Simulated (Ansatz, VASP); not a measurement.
AlNi in VASP and in Ansatz

```xyz
4
Lattice="3.4290 0.0000 0.0000 -1.7145 2.9696 0.0000 0.0000 0.0000 4.9173" Properties=species:S:1:pos:R:3 pbc="T T T"
Ni    0.0000    0.0000    0.0000
Ni    0.0000    0.0000    2.4587
Al    0.0000    1.9797    1.2293
Al    1.7145    0.9899    3.6880
```

Change from the starting cell: volume scaled by 0.88, LAPW.

Alike in both runs: task single point; functional PBE; k mesh 11 × 11 × 7; occupations fermi-dirac, width 0.1 eV; no spin polarisation.

|  | VASP | Ansatz |
| --- | --- | --- |
| version | VASP 6.6.1 | Ansatz 0.2.0 |
| potentials or method | VASP PAW PBE potentials, release 64 (Ni, Al), cutoff 520 eV | all-electron LAPW, scalar-relativistic |

```tsv
	VASP	Ansatz	Ansatz less VASP
pressure (GPa)	19.6	19.7	+0.10
traceless stress, the component that is largest in VASP (GPa)	0.15	0.02	-0.132
```

Ansatz ran all-electron here, and VASP with PAW potentials.
